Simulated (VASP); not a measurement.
Be2Sn:

```
Sn Be
1.0
     0.00000    2.90157    2.90157
     2.90157    0.00000    2.90157
     2.90157    2.90157    0.00000
Sn Be
1 2
Direct
  0.00000 0.00000 0.00000
  0.25000 0.25000 0.25000
  0.75000 0.75000 0.75000
```

Base run:

| Property | Result |
| --- | --- |
| Program | VASP 6.6.1 |
| Functional | PBEsol |
| Potentials or basis | VASP PAW PBE potentials, release 64 (Sn_d, Be) |
| Cutoff | 520 eV |
| k mesh | 6 × 6 × 6 |
| Occupations | fermi-dirac, width 0.02 eV |
| Spin | no spin polarisation |

Its results: band gap on the k mesh zero (band 9 reaches 7.61 eV, above the bottom of band 10 at 6.37 eV); pressure -1.7 GPa.

**Question.** The run is repeated on the same cell with these changes: functional from PBEsol to HSE06; k mesh from 6 × 6 × 6 to 4 × 4 × 4. What comes out?

**Answer.** Band gap on the k mesh zero (band 9 reaches 7.82 eV, above the bottom of band 10 at 6.45 eV); pressure -1.1 GPa.

Several settings changed at once, so the effect can't be laid on one alone.

Caveats: some runs use coarse meshes; the PAW data sets were made with another functional, which shifts forces and pressure a little; spin-orbit coupling is left out, which moves the levels of the heavy elements.
